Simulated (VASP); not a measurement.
# Cu (I4/mmm) in VASP: notebook

The runs below take Cu through single point, with PBEsol.

Everything below comes from runs of VASP 6.6.1. Logs are shortened: lines on timing, memory, paths and dates and some standing lists are left out, and cuts for length are marked.

### 1 The cell of the first run

The structure is tetragonal, space group I4/mmm (No. 139). The conventional cell has a = 2.886 Å, b = 2.886 Å, c = 2.752 Å, α = 90.00°, β = 90.00°, γ = 90.00°. Cu (site symmetry 4/mmm) has 14 Cu at 2.46 to 2.89 Å within 3.2 Å.

### 2 Single point, PBEsol

Contents of INCAR:

```
SYSTEM = Cu
PREC     = Accurate       ! precision mode
ENCUT    = 520            ! plane-wave cutoff, eV
EDIFF    = 1E-7           ! SCF threshold, eV
ISMEAR   = -1             ! smearing method
SIGMA    = 0.5            ! smearing width, eV
LREAL    = .False.        ! projectors in reciprocal space
LASPH    = .True.         ! aspherical terms in the spheres
NELM     = 100            ! most SCF steps
ALGO     = Normal         ! electronic algorithm
ISIF     = 2              ! what is computed and relaxed
LWAVE    = .False.        ! write WAVECAR
LCHARG   = .False.        ! write CHGCAR
GGA      = PS             ! functional
NBANDS   = 12             ! bands
```

Contents of KPOINTS:

```
regular mesh
0
Gamma
  15 15 15
  0 0 0
```

Contents of POSCAR:

```
Cu
1.0
   -1.4427900000      1.4427900000      1.3760800000
    1.4427900000     -1.4427900000      1.3760800000
    1.4427900000      1.4427900000     -1.3760800000
Cu
1
Direct
    0.0000000000      0.0000000000      0.0000000000
```

Potentials or basis: VASP PAW PBE potentials, release 64 (Cu).

Run with:

```
$ cat potpaw_PBE.64/Cu/POTCAR > POTCAR
$ mpirun -np 1 vasp_std > vasp.out
```

OUTCAR:

```text
SYSTEM = Cu
   PREC = Accurate
   ENCUT = 520
   EDIFF = 1E-7
   ISMEAR = -1
   LREAL = .False.
   LASPH = .True.
   NELM = 100
   ISIF = 2
   GGA = PS

 ion  position               nearest neighbor table
   1  0.000  0.000  0.000-

  LATTYP: Found a body centered tetragonal cell.
 ALAT       =     2.8855800000
 C/A-ratio  =     0.9537631949

  Lattice vectors:

 A1 = (  -1.4427900000,   1.4427900000,   1.3760800000)
 A2 = (   1.4427900000,  -1.4427900000,   1.3760800000)
 A3 = (   1.4427900000,   1.4427900000,  -1.3760800000)

Analysis of symmetry for initial positions (statically):
=====================================================================
 Subroutine PRICEL returns:
 Original cell was already a primitive cell.

 Routine SETGRP: Setting up the symmetry group for a
 body centered tetragonal supercell.

 Subroutine GETGRP returns: Found 16 space group operations
 (whereof 16 operations were pure point group operations)
 out of a pool of 16 trial point group operations.

The static configuration has the point symmetry D_4h.

Analysis of symmetry for dynamics (positions and initial velocities):
=====================================================================
 Subroutine PRICEL returns:
 Original cell was already a primitive cell.

 Routine SETGRP: Setting up the symmetry group for a
 body centered tetragonal supercell.

 Subroutine GETGRP returns: Found 16 space group operations
 (whereof 16 operations were pure point group operations)
 out of a pool of 16 trial point group operations.

The dynamic configuration has the point symmetry D_4h.

 Subroutine INISYM returns: Found 16 space group operations
 (whereof 16 operations are pure point group operations),
 and found     1 'primitive' translations

----------------------------------------------------------------------------------------

                                     Primitive cell

  volume of cell :      11.4580

  direct lattice vectors                    reciprocal lattice vectors
    -1.442790000  1.442790000  1.376080000     0.000000000  0.346550780  0.363350968
     1.442790000 -1.442790000  1.376080000     0.346550780  0.000000000  0.363350968
     1.442790000  1.442790000 -1.376080000     0.346550780  0.346550780  0.000000000

  length of vectors
     2.461073370  2.461073370  2.461073370     0.502116888  0.502116888  0.490096813

  position of ions in fractional coordinates (direct lattice)
     0.000000000  0.000000000  0.000000000

  ion indices of the primitive-cell ions
   primitive index   ion index
                 1           1

----------------------------------------------------------------------------------------

 KPOINTS: regular mesh

Automatic generation of k-mesh.
 Grid dimensions read from file:
 generate k-points for:   15   15   15

 Generating k-lattice:

  Cartesian coordinates                     Fractional coordinates (reciprocal lattice)
     0.000000000  0.023103385  0.024223398     0.066666667  0.000000000  0.000000000
     0.023103385  0.000000000  0.024223398     0.000000000  0.066666667  0.000000000
     0.023103385  0.023103385  0.000000000     0.000000000  0.000000000  0.066666667

  Length of vectors
     0.033474459  0.033474459  0.032673121

  Shift w.r.t. Gamma in fractional coordinates (k-lattice)
     0.000000000  0.000000000  0.000000000

 Subroutine IBZKPT returns following result:
 ===========================================

 Found    288 irreducible k-points:

 Following reciprocal coordinates:
            Coordinates               Weight
  0.000000  0.000000  0.000000      1.000000
  0.066667  0.000000  0.000000      8.000000
  0.133333  0.000000 -0.000000      8.000000
  0.200000  0.000000 -0.000000      8.000000
  0.266667  0.000000 -0.000000      8.000000
  0.333333  0.000000 -0.000000      8.000000
[... 16 lines left out ...]
  0.133333  0.133333 -0.000000      8.000000
  0.200000  0.133333 -0.000000     16.000000
 [... further k-points ...]
   k-points           NKPTS =    288   k-points in BZ     NKDIM =    288   number of bands    NBANDS=     12
   number of dos      NEDOS =    301   number of ions     NIONS =      1
   total plane-waves  NPLWV =   5832
   dimension x,y,z NGX =    18 NGY =   18 NGZ =   18
   dimension x,y,z NGXF=    36 NGYF=   36 NGZF=   36
   ions per type =               1
   NGX,Y,Z   is equivalent  to a cutoff of  12.16, 12.16, 12.16 a.u.
   NGXF,Y,Z  is equivalent  to a cutoff of  24.32, 24.32, 24.32 a.u.
 SYSTEM =  Cu
   PREC   = accura    normal or accurate (medium, high low for compatibility)
   ISTART =      0    job   : 0-new  1-cont  2-samecut
   ICHARG =      2    charge: 1-file 2-atom 10-const
   ISPIN  =      1    spin polarized calculation?
   LNONCOLLINEAR =      F non collinear calculations
   LSORBIT =      F    spin-orbit coupling
   LASPH  =      T    aspherical Exc in radial PAW
   ENCUT  =  520.0 eV  38.22 Ry    6.18 a.u.   4.58  4.58  4.58*2*pi/ulx,y,z
   NELM   =    100;   NELMIN=  2; NELMDL= -5     # of ELM steps
   EDIFF  = 0.1E-06   stopping-criterion for ELM
   LREAL  =      F    real-space projection
   EDIFFG = 0.1E-05   stopping-criterion for IOM
   NSW    =      0    number of steps for IOM
   IBRION =     -1    ionic relax: 0-MD 1-quasi-New 2-CG
   NFREE  =      0    steps in history (QN), initial steepest desc. (CG)
   ISIF   =      2    stress and relaxation
   ISYM   =      2    0-nonsym 1-usesym 2-fastsym
   POTIM  = 0.5000    time-step for ionic-motion
   TEBEG  =    0.0;   TEEND  =   0.0 temperature during run
   PSTRESS=    0.0 pullay stress
   NELECT =      11.0000    total number of electrons
   NUPDOWN=      -1.0000    fix difference up-down
   EMIN   =  10.00;   EMAX   =-10.00  energy-range for DOS
   EFERMI =   0.00;   METHOD = LEGACY
   ISMEAR =    -1;   SIGMA  =   0.50  broadening in eV -4-tet -1-fermi 0-gaus
   EFERMI_NEDOS =   21; number of points for ismear=-14 and -15
   IALGO  =     38    algorithm
   IMIX   =      4    mixing-type and parameters
     AMIX     =   0.40;   BMIX     =  1.00
     AMIX_MAG =   1.60;   BMIX_MAG =  1.00
  volume/ion in A,a.u.               =      11.46        77.32
  Fermi-wavevector in a.u.,A,eV,Ry     =   1.614987  3.051883 35.486493  2.608184
  Thomas-Fermi vector in A             =   2.709807
   LORBIT       =      0    0 simple, 1 ext, 2 COOP (PROOUT), +10 PAW based schemes
   GGA     = PS    functional components
   LHFCALC =     F    Hartree Fock is set to
   AEXX    =    0.0000 exact exchange contribution
   IVDW    =     0    specifies the selected vdW correction
   LEPSILON=     F    determine dielectric tensor
   LRPA    =     F    only Hartree local field effects (RPA)
 non-spin polarized calculation
  energy-cutoff  :      520.00
  volume of cell :       11.46
 maximum number of plane-waves:       327
   NGX =  9   NGY =  9   NGZ =  9

 number of electron      10.9999998 magnetization

 Free energy of the ion-electron system (eV)
  ---------------------------------------------------
  ext. energy  EPLUGINS =         0.00000000
  ---------------------------------------------------
  free energy    TOTEN  =        -4.42536000 eV

  energy without entropy =       -4.05262597  energy(sigma->0) =       -4.23899298

 E-fermi :   7.9279     XC(G=0): -13.0981

 val. band max:        7.9124721486   @ k =  -0.2000  -0.3333   0.0667
 cond. band min:       7.9596427767   @ k =   0.4667   0.4000   0.0667
 fundamental gap:      0.0471706282
 Fermi energy:         7.9279096275

 k-point     1 :       0.0000    0.0000    0.0000
  band No.  band energies     occupation
      1      -1.8392      2.00000
      2       4.3645      1.99839
      3       4.5602      1.99763
      4       4.5602      1.99763
      5       5.4357      1.98641
      6       5.6425      1.97951
      7      32.6396      0.00000
      8      32.6396      0.00000
      9      33.8869      0.00000
     10      36.6447      0.00000
     11      36.6447      0.00000
     12      36.6999      0.00000

 k-point     2 :       0.0667    0.0000    0.0000
  band No.  band energies     occupation
      1      -1.6612      2.00000
      2       4.3725      1.99837
      3       4.5556      1.99765
      4       4.5857      1.99750
      5       5.4359      1.98640
      6       5.6170      1.98052
      7      31.4900      0.00000
      8      32.1761      0.00000
      9      32.6288      0.00000
     10      34.7226      0.00000
     11      35.2436      0.00000
     12      35.8734      0.00000

 k-point     3 :       0.1333    0.0000   -0.0000
  band No.  band energies     occupation
      1      -1.1364      2.00000
      2       4.3119      1.99855
      3       4.5313      1.99776
      4       4.7458      1.99656
      5       5.4337      1.98646
      6       5.5696      1.98227
      7      28.2234      0.00000
      8      30.8329      0.00000
      9      31.2016      0.00000
     10      32.5903      0.00000
     11      34.0985      0.00000
     12      36.0401      0.00000
[... 286 lines left out ...]
 k-point    23 :       0.1333    0.1333   -0.0000
  band No.  band energies     occupation
      1       0.2106      2.00000
      2       4.1732      1.99890
      3       4.3076      1.99857
      4       5.2814      1.99000
      5       5.3884      1.98762
      6       5.6230      1.98029
      7      24.4641      0.00000
      8      25.1372      0.00000
      9      28.4011      0.00000
     10      32.6953      0.00000
     11      34.8692      0.00000
     12      36.3503      0.00000

 k-point    24 :       0.2000    0.1333   -0.0000
  band No.  band energies     occupation
      1       1.2276      2.00000
      2       4.0502      1.99914
      3       4.2163      1.99881
      4       5.3614      1.98827
      5       5.6787      1.97799
      6       5.7769      1.97328
      7      21.2351      0.00000
      8      23.4187      0.00000
      9      27.0681      0.00000
     10      32.2631      0.00000
     11      35.1905      0.00000
     12      36.9606      0.00000

 [... further k-points ...]
[... 5 lines left out ...]
  --------------------------------------------------------------------------------------
  -------------------------------------------------------------------------------------
  Total        0.1032102      0.1032102      0.1036933      0.0000000     -0.0000000      0.0000000
  in kB       14.4318916     14.4318916     14.4994449      0.0000000     -0.0000000      0.0000000
  external PRESSURE =      14.4544094 kB  Pullay stress =       0.0000000 kB

 VOLUME and BASIS-vectors are now :
 -----------------------------------------------------------------------------
  energy-cutoff  :      520.00
  volume of cell :       11.46
      direct lattice vectors                 reciprocal lattice vectors
    -1.442790000  1.442790000  1.376080000     0.000000000  0.346550780  0.363350968
     1.442790000 -1.442790000  1.376080000     0.346550780  0.000000000  0.363350968
     1.442790000  1.442790000 -1.376080000     0.346550780  0.346550780  0.000000000

 POSITION                                       TOTAL-FORCE (eV/Angst)
 -----------------------------------------------------------------------------------
      0.00000      0.00000      0.00000         0.000000      0.000000      0.000000
 -----------------------------------------------------------------------------------
    total drift:                                0.000000      0.000000      0.000000

  FREE ENERGIE OF THE ION-ELECTRON SYSTEM (eV)
  ---------------------------------------------------
  free  energy   TOTEN  =        -4.4253599959 eV

  energy  without entropy=       -4.0526259720  energy(sigma->0) =       -4.23899298
```

Wall time 30 s (1 thread of Intel Xeon 8259CL, shared host); peak memory 0.15 GiB.

What came out:

| Property | Result |
| --- | --- |
| Free energy | -4.4254 eV |
| Pressure | 1.4 GPa |
| Band gap on the k mesh | zero (an odd number of electrons rules out a gap without spin polarisation) |

Levels at points of the mesh, in eV from the Fermi level:
```tsv
k point	band 4	band 5	band 6	band 7	band 8	band 9
(0.00, 0.00, 0.00)	-3.37	-2.49	-2.29	24.71	24.71	25.96
```

Caveat: so wide a smearing shifts energies and pressures; the PAW data sets were made with another functional, which shifts forces and pressure a little.

### 3 Single point, PBEsol

Contents of INCAR:

```
SYSTEM = Cu
PREC = Accurate
ENCUT = 520
EDIFF = 1E-7
ISMEAR = -1
SIGMA = 0.3
LREAL = .False.
LASPH = .True.
NELM = 100
ALGO = Normal
ISIF = 2
LWAVE = .False.
LCHARG = .False.
GGA = PS
NBANDS = 12
```

Contents of KPOINTS:

```
Automatic mesh
0
Gamma
  15 15 15
  0 0 0
```

POSCAR is that of step 2.

Potentials or basis: VASP PAW PBE potentials, release 64 (Cu).

Run with:

```
$ cat potpaw_PBE.64/Cu/POTCAR > POTCAR
$ mpirun -np 1 vasp_std > vasp.out
```

OUTCAR:

```text
SYSTEM = Cu
   PREC = Accurate
   ENCUT = 520
   EDIFF = 1E-7
   ISMEAR = -1
   LREAL = .False.
   LASPH = .True.
   NELM = 100
   ISIF = 2
   GGA = PS

 ion  position               nearest neighbor table
   1  0.000  0.000  0.000-

  LATTYP: Found a body centered tetragonal cell.
 ALAT       =     2.8855800000
 C/A-ratio  =     0.9537631949

  Lattice vectors:

 A1 = (  -1.4427900000,   1.4427900000,   1.3760800000)
 A2 = (   1.4427900000,  -1.4427900000,   1.3760800000)
 A3 = (   1.4427900000,   1.4427900000,  -1.3760800000)

[... 529 lines left out ...]
      5       5.7562      1.99776
      6       5.8505      1.99694
      7      21.2513      0.00000
      8      23.4323      0.00000
      9      27.0794      0.00000
     10      32.2694      0.00000
     11      35.2016      0.00000
     12      36.9686      0.00000

 [... further k-points ...]
[... 5 lines left out ...]
  --------------------------------------------------------------------------------------
  -------------------------------------------------------------------------------------
  Total       -0.0128790     -0.0128790     -0.0203232      0.0000000     -0.0000000     -0.0000000
  in kB       -1.8008694     -1.8008694     -2.8417910      0.0000000     -0.0000000     -0.0000000
  external PRESSURE =      -2.1478433 kB  Pullay stress =       0.0000000 kB

 VOLUME and BASIS-vectors are now :
 -----------------------------------------------------------------------------
  energy-cutoff  :      520.00
  volume of cell :       11.46
      direct lattice vectors                 reciprocal lattice vectors
    -1.442790000  1.442790000  1.376080000     0.000000000  0.346550780  0.363350968
     1.442790000 -1.442790000  1.376080000     0.346550780  0.000000000  0.363350968
     1.442790000  1.442790000 -1.376080000     0.346550780  0.346550780  0.000000000

 POSITION                                       TOTAL-FORCE (eV/Angst)
 -----------------------------------------------------------------------------------
      0.00000      0.00000      0.00000         0.000000      0.000000      0.000000
 -----------------------------------------------------------------------------------
    total drift:                                0.000000      0.000000      0.000000

  FREE ENERGIE OF THE ION-ELECTRON SYSTEM (eV)
  ---------------------------------------------------
  free  energy   TOTEN  =        -4.3188714841 eV

  energy  without entropy=       -4.2179602784  energy(sigma->0) =       -4.26841588
```

OSZICAR:

```text
N       E                     dE             d eps       ncg     rms          rms(c)
DAV:   1     0.421368288363E+02    0.42137E+02   -0.54045E+03  7668   0.155E+03
DAV:   2    -0.414476488649E+01   -0.46282E+02   -0.42830E+02  7156   0.207E+02
DAV:   3    -0.542892694124E+01   -0.12842E+01   -0.12762E+01  8004   0.392E+01
DAV:   4    -0.543625833685E+01   -0.73314E-02   -0.73303E-02  7844   0.266E+00
DAV:   5    -0.543632487802E+01   -0.66541E-04   -0.66542E-04  8020   0.257E-01    0.846E+00
DAV:   6    -0.476714292140E+01    0.66918E+00   -0.16549E+01  8012   0.793E+01    0.427E+00
DAV:   7    -0.433423983420E+01    0.43290E+00   -0.26428E+00  8104   0.310E+01    0.624E-01
DAV:   8    -0.432027794970E+01    0.13962E-01   -0.55089E-03  8152   0.909E-01    0.277E-01
DAV:   9    -0.431886431747E+01    0.14136E-02   -0.73311E-03  8516   0.145E+00    0.258E-02
DAV:  10    -0.431887048867E+01   -0.61712E-05   -0.40293E-05 10052   0.110E-01    0.590E-03
DAV:  11    -0.431887143057E+01   -0.94189E-06   -0.56127E-07  8452   0.137E-02    0.256E-04
DAV:  12    -0.431887148411E+01   -0.53542E-07   -0.11260E-08  4436   0.141E-03
   1 F= -.43188715E+01 E0= -.42684159E+01  d E =-.100911E+00
```

It took 41 s on 1 thread of Intel Xeon 8259CL, shared host; peak memory 0.15 GiB.

What came out:

| Quantity | Value |
| --- | --- |
| Free energy | -4.3189 eV |
| Pressure | -0.2 GPa |
| Band gap on the k mesh | zero (an odd number of electrons rules out a gap without spin polarisation) |

Caveat: so wide a smearing shifts energies and pressures; the PAW data sets were made with another functional, which shifts forces and pressure a little.
